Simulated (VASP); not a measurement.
Set up this calculation in VASP 6.6.1, as the native input.

```
Task                   : single point
Functional             : PBE
Potentials or basis    : VASP PAW PBE potentials, release 64 (P, Ga_d, As)
Cutoff                 : 520 eV
k mesh                 : 8 × 8 × 8
Occupations            : fermi-dirac, width 0.02 eV
Spin                   : no spin polarisation
Dipole correction      : no
Further INCAR settings : ALGO = Normal; EDIFF = 1e-07; NBANDS = 36
```

The structure of Ga3AsP2 lies in POSCAR:

```
Ga3AsP2
1.0
   -1.9739359026      5.9219837102      2.7918459093
    1.9739359026     -5.9219837102      2.7918459093
    1.9739359026      5.9219837102     -2.7918459093
P Ga As
2 3 1
Direct
    0.3328875923      0.0003382929      0.3325492994
    0.6677889935      0.0003382929      0.6674507006
    0.5727725955      0.7440926431      0.8286799524
    0.9154126908      0.7440926431      0.1713200476
    0.2619508001      0.7619508001      0.5000000000
   -0.0008126722     -0.0008126722      0.0000000000
```

One way to write it, as run:

INCAR

```
SYSTEM = Ga3AsP2
PREC = Accurate
ENCUT = 520
EDIFF = 1E-7
ISMEAR = -1
SIGMA = 0.02
LREAL = .False.
LASPH = .True.
NELM = 80
ALGO = Normal
ISIF = 2
LWAVE = .False.
LCHARG = .False.
GGA = PE
NBANDS = 36
```

KPOINTS

```
regular mesh
0
Gamma
  8 8 8
  0 0 0
```

Potentials or basis: VASP PAW PBE potentials, release 64 (P, Ga_d, As).

The run is started by

```console
$ cat potpaw_PBE.64/P/POTCAR potpaw_PBE.64/Ga_d/POTCAR potpaw_PBE.64/As/POTCAR > POTCAR
$ mpirun -np 1 vasp_std > vasp.out
```

It gave:

- Pressure: 0.1 GPa
- Largest force: 0.017 eV/Å
- Band gap on the k mesh: 1.04 eV

It took 14 min on 1 thread of AMD EPYC 7R13 Processor (Zen 3), with other jobs on the host, peak memory 0.63 GiB.
